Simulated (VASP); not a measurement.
# LiCl (P6_3mc) in VASP: a series of runs, part 2 of 2

VASP 6.6.1.

## (3) Single point, r2SCAN (volume changed by -3%)

POSCAR

```
LiCl
1.0
    3.8548462510      0.0000000000      0.0000000000
   -1.9274231255      3.3383947810      0.0000000000
    0.0000000000      0.0000000000      6.1615799676
Li Cl
2 2
Direct
    0.3333333333      0.6666666667     -0.0031270712
    0.6666666667      0.3333333333      0.4968729288
    0.3333333333      0.6666666667      0.3781270712
    0.6666666667      0.3333333333      0.8781270712
```

INCAR.step1

```
SYSTEM = LiCl
PREC = Accurate ; ENCUT = 520
ISMEAR = 0 ; SIGMA = 0.01
LREAL = .False. ; LASPH = .True.
NELM = 80 ; NBANDS = 18
GGA = PE ; ALGO = Normal
EDIFF = 1E-4 ; LWAVE = .True.
LCHARG = .False.
```

INCAR.step2

```
SYSTEM = LiCl
PREC = Accurate ; ENCUT = 520
EDIFF = 1E-6 ; ISMEAR = 0
SIGMA = 0.01 ; LREAL = .False.
LASPH = .True. ; NELM = 80
ALGO = Normal ; ISIF = 2
LWAVE = .False. ; LCHARG = .False.
METAGGA = R2SCAN ; LMIXTAU = .True.
NBANDS = 18 ; ISTART = 1
```

KPOINTS

```
Automatic mesh
0
Gamma
  6 6 4
  0 0 0
```

Potentials or basis: VASP PAW PBE potentials, release 64 (Li_sv, Cl).

The run is started by

```sh
> cat potpaw_PBE.64/Li_sv/POTCAR potpaw_PBE.64/Cl/POTCAR > POTCAR
> cp INCAR.step1 INCAR
> mpirun -np 1 vasp_std > vasp.out
> cp INCAR.step2 INCAR
> mpirun -np 1 vasp_std > vasp.out
```

OUTCAR:

```text
SYSTEM = LiCl
   PREC = Accurate
   ENCUT = 520
   EDIFF = 1E-6
   ISMEAR = 0
   LREAL = .False.
   LASPH = .True.
   NELM = 80
   ISIF = 2
   METAGGA = R2SCAN
   ISTART = 1

 ion  position               nearest neighbor table
   1  0.333  0.667  0.997-   4 2.34   4 2.34   4 2.34   3 2.35
   2  0.667  0.333  0.497-   3 2.34   3 2.34   3 2.34   4 2.35
   3  0.333  0.667  0.378-   2 2.34   2 2.34   2 2.34   1 2.35
   4  0.667  0.333  0.878-   1 2.34   1 2.34   1 2.34   2 2.35

  LATTYP: Found a hexagonal cell.
 ALAT       =     3.8548462510
 C/A-ratio  =     1.5983983709

  Lattice vectors:

 A1 = (   3.8548462510,   0.0000000000,   0.0000000000)
 A2 = (  -1.9274231255,   3.3383947810,   0.0000000000)
 A3 = (   0.0000000000,   0.0000000000,   6.1615799676)

Analysis of symmetry for initial positions (statically):
=====================================================================
 Subroutine PRICEL returns:
 Original cell was already a primitive cell.

 Routine SETGRP: Setting up the symmetry group for a
 hexagonal supercell.

 Subroutine GETGRP returns: Found 12 space group operations
 (whereof  6 operations were pure point group operations)
 out of a pool of 24 trial point group operations.

The static configuration has the point symmetry C_3v.
 The point group associated with its full space group is C_6v.

Analysis of symmetry for dynamics (positions and initial velocities):
=====================================================================
 Subroutine PRICEL returns:
 Original cell was already a primitive cell.

 Routine SETGRP: Setting up the symmetry group for a
 hexagonal supercell.

 Subroutine GETGRP returns: Found 12 space group operations
 (whereof  6 operations were pure point group operations)
 out of a pool of 24 trial point group operations.

The dynamic configuration has the point symmetry C_3v.
 The point group associated with its full space group is C_6v.

 Subroutine INISYM returns: Found 12 space group operations
 (whereof  6 operations are pure point group operations),
 and found     1 'primitive' translations

----------------------------------------------------------------------------------------

                                     Primitive cell

  volume of cell :      79.2934

  direct lattice vectors                    reciprocal lattice vectors
     3.854846251  0.000000000  0.000000000     0.259413718  0.149772580  0.000000000
    -1.927423126  3.338394781  0.000000000     0.000000000  0.299545160  0.000000000
     0.000000000  0.000000000  6.161579968     0.000000000  0.000000000  0.162296035

  length of vectors
     3.854846251  3.854846251  6.161579968     0.299545160  0.299545160  0.162296035

  position of ions in fractional coordinates (direct lattice)
     0.333333333  0.666666667  0.996872929
     0.666666667  0.333333333  0.496872929
     0.333333333  0.666666667  0.378127071
     0.666666667  0.333333333  0.878127071

  ion indices of the primitive-cell ions
   primitive index   ion index
                 1           1
                 2           2
                 3           3
                 4           4

----------------------------------------------------------------------------------------

 KPOINTS: Automatic mesh

[... 23 lines left out ...]
            Coordinates               Weight
  0.000000  0.000000  0.000000      1.000000
  0.166667  0.000000  0.000000      6.000000
  0.333333  0.000000  0.000000      6.000000
  0.500000 -0.000000  0.000000      3.000000
  0.166667  0.166667  0.000000      6.000000
  0.333333  0.166667  0.000000     12.000000
[... 13 lines left out ...]
  0.333333  0.166667  0.500000     12.000000
  0.333333  0.333333  0.500000      2.000000
   k-points           NKPTS =     21   k-points in BZ     NKDIM =     21   number of bands    NBANDS=     18
   number of dos      NEDOS =    301   number of ions     NIONS =      4
   total plane-waves  NPLWV =  43200
   dimension x,y,z NGX =    30 NGY =   30 NGZ =   48
   dimension x,y,z NGXF=    60 NGYF=   60 NGZF=   96
   ions per type =               2   2
   NGX,Y,Z   is equivalent  to a cutoff of  12.94, 12.94, 12.95 a.u.
   NGXF,Y,Z  is equivalent  to a cutoff of  25.88, 25.88, 25.90 a.u.
 SYSTEM =  LiCl
   PREC   = accura    normal or accurate (medium, high low for compatibility)
   ISTART =      1    job   : 0-new  1-cont  2-samecut
   ICHARG =      0    charge: 1-file 2-atom 10-const
   ISPIN  =      1    spin polarized calculation?
   LNONCOLLINEAR =      F non collinear calculations
   LSORBIT =      F    spin-orbit coupling
   LASPH  =      T    aspherical Exc in radial PAW
   ENCUT  =  520.0 eV  38.22 Ry    6.18 a.u.   7.17  7.17 11.46*2*pi/ulx,y,z
   NELM   =     80;   NELMIN=  2; NELMDL=  0     # of ELM steps
   EDIFF  = 0.1E-05   stopping-criterion for ELM
   LREAL  =      F    real-space projection
   EDIFFG = 0.1E-04   stopping-criterion for IOM
   NSW    =      0    number of steps for IOM
   IBRION =     -1    ionic relax: 0-MD 1-quasi-New 2-CG
   NFREE  =      0    steps in history (QN), initial steepest desc. (CG)
   ISIF   =      2    stress and relaxation
   ISYM   =      2    0-nonsym 1-usesym 2-fastsym
   POTIM  = 0.5000    time-step for ionic-motion
   TEBEG  =    0.0;   TEEND  =   0.0 temperature during run
   PSTRESS=    0.0 pullay stress
   NELECT =      20.0000    total number of electrons
   NUPDOWN=      -1.0000    fix difference up-down
   EMIN   =  10.00;   EMAX   =-10.00  energy-range for DOS
   EFERMI =   0.00;   METHOD = LEGACY
   ISMEAR =     0;   SIGMA  =   0.01  broadening in eV -4-tet -1-fermi 0-gaus
   EFERMI_NEDOS =   21; number of points for ismear=-14 and -15
   IALGO  =     38    algorithm
   IMIX   =      4    mixing-type and parameters
     AMIX     =   0.40;   BMIX     =  1.00
     AMIX_MAG =   1.60;   BMIX_MAG =  1.00
  volume/ion in A,a.u.               =      19.82       133.77
  Fermi-wavevector in a.u.,A,eV,Ry     =   1.034362  1.954661 14.556937  1.069905
  Thomas-Fermi vector in A             =   2.168654
   LORBIT       =      0    0 simple, 1 ext, 2 COOP (PROOUT), +10 PAW based schemes
   METAGGA = R2SCAN    functional components
   LHFCALC =     F    Hartree Fock is set to
   AEXX    =    0.0000 exact exchange contribution
   IVDW    =     0    specifies the selected vdW correction
   LEPSILON=     F    determine dielectric tensor
   LRPA    =     F    only Hartree local field effects (RPA)
 non-spin polarized calculation
 Gauss-broadening in eV      SIGMA  =   0.01
  energy-cutoff  :      520.00
  volume of cell :       79.29
 maximum number of plane-waves:      2151
 NGX is ok and might be reduce to    30
   NGX = 15   NGY = 15   NGZ = 23

 number of electron      19.9999989 magnetization

 Free energy of the ion-electron system (eV)
  ---------------------------------------------------
  ext. energy  EPLUGINS =         0.00000000
  ---------------------------------------------------
  free energy    TOTEN  =       -25.16982650 eV

  energy without entropy =      -25.16982650  energy(sigma->0) =      -25.16982650

 E-fermi :  -1.1754     XC(G=0):  -8.2824

 val. band max:       -1.3267327333   @ k =   0.0000   0.0000   0.0000
 cond. band min:       5.5267686634   @ k =   0.0000   0.0000   0.0000
 fundamental gap:      6.8535013966
 Fermi energy:        -1.1753663540

 k-point     1 :       0.0000    0.0000    0.0000
  band No.  band energies     occupation
      1     -45.4561      2.00000
      2     -45.4542      2.00000
      3     -14.7633      2.00000
      4     -14.4078      2.00000
      5      -3.5597      2.00000
      6      -1.7728      2.00000
[... 418 lines left out ...]
      5      -2.9445      2.00000
      6      -2.9445      2.00000
[... 10 lines left out ...]
     17      11.9357      0.00000
     18      11.9357      0.00000

------------------------ aborting loop because EDIFF is reached ----------------------------------------

  FORCE on cell =-STRESS in cart. coord.  units (eV):
  Direction    XX          YY          ZZ          XY          YZ          ZX
  --------------------------------------------------------------------------------------
  -------------------------------------------------------------------------------------
  Total        0.3152432      0.3152432      0.3204184      0.0000000      0.0000000     -0.0000000
  in kB        6.3697073      6.3697073      6.4742751      0.0000000      0.0000000     -0.0000000
  external PRESSURE =       6.4045632 kB  Pullay stress =       0.0000000 kB

 VOLUME and BASIS-vectors are now :
 -----------------------------------------------------------------------------
  energy-cutoff  :      520.00
  volume of cell :       79.29
      direct lattice vectors                 reciprocal lattice vectors
     3.854846251  0.000000000  0.000000000     0.259413718  0.149772580  0.000000000
    -1.927423126  3.338394781  0.000000000     0.000000000  0.299545160  0.000000000
     0.000000000  0.000000000  6.161579968     0.000000000  0.000000000  0.162296035

 POSITION                                       TOTAL-FORCE (eV/Angst)
 -----------------------------------------------------------------------------------
     -0.00000      2.22560      6.14231         0.000000      0.000000     -0.005851
      1.92742      1.11280      3.06152        -0.000000     -0.000000     -0.005851
     -0.00000      2.22560      2.32986         0.000000     -0.000000      0.005851
      1.92742      1.11280      5.41065        -0.000000     -0.000000      0.005851
 -----------------------------------------------------------------------------------
    total drift:                                0.000000      0.000001     -0.033452

  FREE ENERGIE OF THE ION-ELECTRON SYSTEM (eV)
  ---------------------------------------------------
  free  energy   TOTEN  =       -25.1698265019 eV

  energy  without entropy=      -25.1698265019  energy(sigma->0) =      -25.16982650
```

Run time: 65 s. Hardware: 1 thread of Intel Xeon 6975P-C (Granite Rapids), shared host; peak memory 0.2 GiB.

What came out:

```yaml
Free_energy: -25.1698 eV
Largest_force: 0.006 eV/Å
Band_gap_on_the_k_mesh: 6.85 eV, direct
```

Forces in eV/Å, atoms in the order of the input:
```
Li   0.000  0.000 -0.006
Li   0.000  0.000 -0.006
Cl   0.000  0.000  0.006
Cl   0.000  0.000  0.006
```

Levels at points of the mesh, in eV from the valence-band top:
| k point | band 7 | band 8 | band 9 | band 10 | band 11 | band 12 | band 13 | band 14 |
| --- | --- | --- | --- | --- | --- | --- | --- | --- |
| (0.00, 0.00, 0.00) | -0.45 | -0.09 | -0.09 | 0.00 | 6.85 | 9.17 | 10.82 | 10.82 |
| (0.50, 0.00, 0.00) | -1.25 | -1.01 | -0.64 | -0.38 | 8.48 | 8.64 | 10.07 | 11.12 |
| (0.00, 0.00, 0.50) | -0.27 | -0.27 | -0.27 | -0.27 | 8.20 | 8.20 | 11.03 | 11.03 |
| (0.50, 0.00, 0.50) | -0.72 | -0.72 | -0.64 | -0.64 | 8.05 | 8.05 | 10.75 | 10.75 |

Caveat: the cell differs from its parent crystal (volume changed by -3%); the cutoff is under 1.25 times the usual one of these potentials, so pressure, stress and relaxed cells hold a basis-set (Pulay) error; the PAW data sets were made with another functional, which shifts forces and pressure a little. A k mesh can miss the band edges.

## (4) Single point, r2SCAN

This run uses another cell than the first one, of 20.44 Å³/atom, 1.064 times its volume.

POSCAR

```
LiCl
1.0
    3.8941841338      0.0000000000      0.0000000000
   -1.9470920669      3.3724623869      0.0000000000
    0.0000000000      0.0000000000      6.2244575754
Li Cl
2 2
Direct
    0.3333333333      0.6666666667     -0.0031270712
    0.6666666667      0.3333333333      0.4968729288
    0.3333333333      0.6666666667      0.3781270712
    0.6666666667      0.3333333333      0.8781270712
```

INCAR.step1

```
SYSTEM = LiCl
ALGO = Normal
EDIFF = 1E-4
ENCUT = 520
GGA = PE
ISMEAR = 0
LASPH = .True.
LCHARG = .False.
LREAL = .False.
LWAVE = .True.
NBANDS = 18
NELM = 100
PREC = Accurate
SIGMA = 0.01
```

INCAR.step2

```
SYSTEM = LiCl
ALGO = Normal
EDIFF = 1E-6
ENCUT = 520
ISIF = 2
ISMEAR = 0
ISTART = 1
LASPH = .True.
LCHARG = .False.
LMIXTAU = .True.
LREAL = .False.
LWAVE = .False.
METAGGA = R2SCAN
NBANDS = 18
NELM = 100
PREC = Accurate
SIGMA = 0.01
```

KPOINTS

```
k-points
0
Gamma
  6 6 4
  0 0 0
```

The run is started by

```sh
> cat potpaw_PBE.64/Li_sv/POTCAR potpaw_PBE.64/Cl/POTCAR > POTCAR
> cp INCAR.step1 INCAR
> mpirun -np 1 vasp_std > vasp.out
> cp INCAR.step2 INCAR
> mpirun -np 1 vasp_std > vasp.out
```

Wall time 69 s (1 thread of Intel Xeon 6975P-C (Granite Rapids), shared host); peak memory 0.2 GiB.

It converged, with:

| Property | Result |
| --- | --- |
| Free energy | -25.1743 eV |
| Largest force | 0.005 eV/Å |
| Band gap on the k mesh | 6.74 eV, direct |

Forces on the atoms (eV/Å):
```
Li   0.000  0.000  0.005
Li   0.000  0.000  0.005
Cl   0.000  0.000 -0.005
Cl   0.000  0.000 -0.005
```

Levels at points of the mesh, in eV from the valence-band top:
```tsv
k point	band 7	band 8	band 9	band 10	band 11	band 12	band 13	band 14
(0.00, 0.00, 0.00)	-0.42	-0.09	-0.09	0.00	6.74	9.07	10.79	10.79
(0.50, 0.00, 0.00)	-1.19	-0.96	-0.61	-0.37	8.46	8.61	9.96	11.09
(0.00, 0.00, 0.50)	-0.26	-0.26	-0.26	-0.26	8.07	8.07	11.00	11.00
(0.50, 0.00, 0.50)	-0.68	-0.68	-0.61	-0.61	8.03	8.03	10.70	10.70
```

Caveat: the cutoff is under 1.25 times the usual one of these potentials, so pressure, stress and relaxed cells hold a basis-set (Pulay) error; the PAW data sets were made with another functional, which shifts forces and pressure a little. r2SCAN opens gaps a little over a GGA but as a rule still falls short of measured ones.

## (5) Single point, r2SCAN (volume changed by +3%)

POSCAR

```
LiCl
1.0
    3.9327429200      0.0000000000      0.0000000000
   -1.9663714600      3.4058552753      0.0000000000
    0.0000000000      0.0000000000      6.2860898764
Li Cl
2 2
Direct
    0.3333333333      0.6666666667     -0.0031270712
    0.6666666667      0.3333333333      0.4968729288
    0.3333333333      0.6666666667      0.3781270712
    0.6666666667      0.3333333333      0.8781270712
```

INCAR.step1

```
PREC = Accurate
ENCUT = 520
ISMEAR = 0
SIGMA = 0.01
LREAL = F
LASPH = T
NELM = 60
NBANDS = 18
GGA = PE
ALGO = Normal
EDIFF = 1E-4
LWAVE = T
LCHARG = F
```

INCAR.step2

```
PREC = Accurate
ENCUT = 520
EDIFF = 1E-6
ISMEAR = 0
SIGMA = 0.01
LREAL = F
LASPH = T
NELM = 60
ALGO = Normal
ISIF = 2
LWAVE = F
LCHARG = F
METAGGA = R2SCAN
LMIXTAU = T
NBANDS = 18
ISTART = 1
```

KPOINTS

```
Automatic mesh
0
Gamma
  6 6 4
```

The run is started by

```sh
> cat potpaw_PBE.64/Li_sv/POTCAR potpaw_PBE.64/Cl/POTCAR > POTCAR
> cp INCAR.step1 INCAR
> mpirun -np 1 vasp_std > vasp.out
> cp INCAR.step2 INCAR
> mpirun -np 1 vasp_std > vasp.out
```

Wall time 71 s (1 thread of Intel Xeon 6975P-C (Granite Rapids), shared host); peak memory 0.21 GiB.

Results (log left out):

* Free energy: -25.1656 eV
* Largest force: 0.042 eV/Å
* Band gap on the k mesh: 6.63 eV, direct

Forces on the atoms (eV/Å):
```
Li   0.000  0.000  0.042
Li   0.000  0.000  0.042
Cl   0.000  0.000 -0.042
Cl   0.000  0.000 -0.042
```

Levels at points of the mesh, in eV from the valence-band top:
| k point | band 6 | band 7 | band 8 | band 9 | band 10 | band 11 | band 12 | band 13 | band 14 | band 15 |
| --- | --- | --- | --- | --- | --- | --- | --- | --- | --- | --- |
| (0.00, 0.00, 0.00) | -0.40 | -0.40 | -0.08 | -0.08 | 0.00 | 6.63 | 8.98 | 10.76 | 10.76 | 11.32 |
| (0.50, 0.00, 0.00) | -1.37 | -1.13 | -0.92 | -0.57 | -0.35 | 8.44 | 8.58 | 9.86 | 11.06 | 11.26 |
| (0.00, 0.00, 0.50) | -1.12 | -0.25 | -0.25 | -0.25 | -0.25 | 7.95 | 7.95 | 10.96 | 10.96 | 10.96 |
| (0.50, 0.00, 0.50) | -1.82 | -0.65 | -0.65 | -0.58 | -0.58 | 8.00 | 8.00 | 10.65 | 10.65 | 12.54 |

Caveat: the cell differs from its parent crystal (volume changed by +3%); the cutoff is under 1.25 times the usual one of these potentials, so pressure, stress and relaxed cells hold a basis-set (Pulay) error; the PAW data sets were made with another functional, which shifts forces and pressure a little. A k mesh can miss the band edges.

## (6) Single point, r2SCAN (volume changed by +6%)

POSCAR

```
LiCl
1.0
    3.9705600757      0.0000000000      0.0000000000
   -1.9852800379      3.4386058928      0.0000000000
    0.0000000000      0.0000000000      6.3465367565
Li Cl
2 2
Direct
    0.3333333333      0.6666666667     -0.0031270712
    0.6666666667      0.3333333333      0.4968729288
    0.3333333333      0.6666666667      0.3781270712
    0.6666666667      0.3333333333      0.8781270712
```

INCAR.step1

```
PREC = Accurate
ENCUT = 520
ISMEAR = 0
SIGMA = 0.01
LREAL = False
LASPH = True
NELM = 60
NBANDS = 18
GGA = PE
ALGO = Normal
EDIFF = 1E-4
LWAVE = True
LCHARG = False
```

INCAR.step2

```
PREC = Accurate
ENCUT = 520
EDIFF = 1E-6
ISMEAR = 0
SIGMA = 0.01
LREAL = False
LASPH = True
NELM = 60
ALGO = Normal
ISIF = 2
LWAVE = False
LCHARG = False
METAGGA = R2SCAN
LMIXTAU = True
NBANDS = 18
ISTART = 1
```

KPOINTS

```
regular mesh
0
Gamma
  6 6 4
```

Potentials or basis: VASP PAW PBE potentials, release 64 (Li_sv, Cl).

The run is started by

```sh
> cat potpaw_PBE.64/Li_sv/POTCAR potpaw_PBE.64/Cl/POTCAR > POTCAR
> cp INCAR.step1 INCAR
> mpirun -np 1 vasp_std > vasp.out
> cp INCAR.step2 INCAR
> mpirun -np 1 vasp_std > vasp.out
```

Run time: 72 s. Hardware: 1 thread of Intel Xeon 6975P-C (Granite Rapids), shared host; peak memory 0.2 GiB.

Results (log left out):

```yaml
Free_energy: -25.1464 eV
Largest_force: 0.019 eV/Å
Band_gap_on_the_k_mesh: 6.53 eV, direct
```

Forces in eV/Å, atoms in the order of the input:
```
Li   0.000  0.000  0.019
Li   0.000  0.000  0.019
Cl   0.000  0.000 -0.019
Cl   0.000  0.000 -0.019
```

Levels at points of the mesh, in eV from the valence-band top:
```tsv
k point	band 8	band 9	band 10	band 11	band 12	band 13
(0.00, 0.00, 0.00)	-0.08	-0.08	0.00	6.53	8.89	10.73
(0.50, 0.00, 0.00)	-0.87	-0.55	-0.33	8.42	8.55	9.76
(0.00, 0.00, 0.50)	-0.24	-0.24	-0.24	7.84	7.84	10.93
(0.50, 0.00, 0.50)	-0.62	-0.55	-0.55	7.98	7.98	10.60
```

Caveat: the cell differs from its parent crystal (volume changed by +6%); the cutoff is under 1.25 times the usual one of these potentials, so pressure, stress and relaxed cells hold a basis-set (Pulay) error; the PAW data sets were made with another functional, which shifts forces and pressure a little. A k mesh can miss the band edges.

## (7) Overview

| cell | gap on the mesh (eV) | largest force (eV/Å) |
| --- | --- | --- |
| a = 3.815, b = 3.815, c = 6.097 Å, angles 90.0, 90.0, 120.0°, 4 atoms | 6.98 | - |
| a = 3.855, b = 3.855, c = 6.162 Å, angles 90.0, 90.0, 120.0°, 4 atoms | 6.85 | 0.01 |
| a = 3.894, b = 3.894, c = 6.224 Å, angles 90.0, 90.0, 120.0°, 4 atoms | 6.74 | - |
| a = 3.933, b = 3.933, c = 6.286 Å, angles 90.0, 90.0, 120.0°, 4 atoms | 6.63 | 0.04 |
| a = 3.971, b = 3.971, c = 6.347 Å, angles 90.0, 90.0, 120.0°, 4 atoms | 6.53 | 0.02 |

Alike in all rows: task single point; level r2SCAN; potentials or basis VASP PAW PBE potentials, release 64 (Li_sv, Cl); no spin polarisation; k mesh 6 × 6 × 4; cutoff (eV) 520; smearing gaussian 0.01 eV.

Caveats: the cutoff is under 1.25 times the usual one of these potentials, so pressure, stress and relaxed cells hold a basis-set (Pulay) error; the PAW data sets were made with another functional, which shifts forces and pressure a little.

Total energies depend on the potentials used, so only differences within one code and one set of settings carry meaning.
